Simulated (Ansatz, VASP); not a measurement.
One calculation of Al6H, two programs

```
Al H
1.0
     5.71430    0.00000    0.00000
    -2.85715    4.94873    0.00000
     0.00000    0.00000   22.60164
Al H
12 2
Cartesian
  1.4286 0.8248 4.0000
  0.0000 3.2992 4.0000
  4.2857 0.8248 4.0000
  2.8572 3.2992 4.0000
  0.0000 1.6496 6.3009
  -1.4286 4.1239 6.3009
  2.8572 1.6496 6.3009
  1.4286 4.1239 6.3009
  0.0000 0.0000 8.6016
  -1.4286 2.4744 8.6016
  2.8572 0.0000 8.6016
  1.4286 2.4744 8.6016
  1.0536 0.8248 10.0116
  1.8036 0.8248 10.0116
```

Alike in both runs: task single point; functional PBE; k mesh 6 × 6 × 1; occupations gaussian, width 0.1 eV; no spin polarisation.

|  | VASP | Ansatz |
| --- | --- | --- |
| version | VASP 6.6.1 | Ansatz 0.2.0 |
| potentials or method | VASP PAW PBE potentials, release 64 (Al, H), cutoff 520 eV | scalar-relativistic, plane waves, PAW |
| valence electrons in the cell | 38 | 38 |

Ansatz gave:

```
gap on the k mesh at the Fermi level (eV) : none
rms of the force components (eV/Å)        : 0.588
```

Q: Estimate VASP's values.

A: gap on the k mesh at the Fermi level (eV): none; rms of the force components (eV/Å): 0.587.

Atom by atom the forces differ by 0.001 eV/Å (rms over components). A gap of «none» marks a metal or a gap that the smearing closes.
